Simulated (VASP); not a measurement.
Input of a VASP 6.6.1 run:

File INCAR:

```
PREC = Accurate ; ENCUT = 600
EDIFF = 1E-6 ; ISMEAR = 0
SIGMA = 0.05 ; LREAL = False
LASPH = True ; NELM = 100
ALGO = Normal ; ISIF = 4
LWAVE = False ; LCHARG = False
GGA = PS ; IBRION = 2
NSW = 60 ; EDIFFG = -0.01
```

File KPOINTS:

```
Automatic mesh
0
Gamma
  12 12 12
```

File POSCAR:

```
IrAuO2
1.0
    1.5969968100      0.9220265381      6.0882896379
   -1.5969968100      0.9220265381      6.0882896379
    0.0000000000     -1.8440530763      6.0882896379
Au Ir O
1 1 2
Direct
    0.0000000000      0.0000000000      0.0000000000
    0.5000000000      0.5000000000      0.5000000000
    0.1149970421      0.1149970421      0.1149970421
    0.8850029579      0.8850029579      0.8850029579
```

Potentials or basis: VASP PAW PBE potentials, release 64 (Au, Ir, O).

Launch:

```sh
$ cat potpaw_PBE.64/Au/POTCAR potpaw_PBE.64/Ir/POTCAR potpaw_PBE.64/O/POTCAR > POTCAR
$ mpirun -np 1 vasp_std > vasp.out
```

(1) What does it give for the band gap on the k mesh?

Results:

(1) 0.58 eV, indirect (least direct gap 1.11 eV).

Caveat: spin-orbit coupling is left out, which moves the levels of the heavy elements.
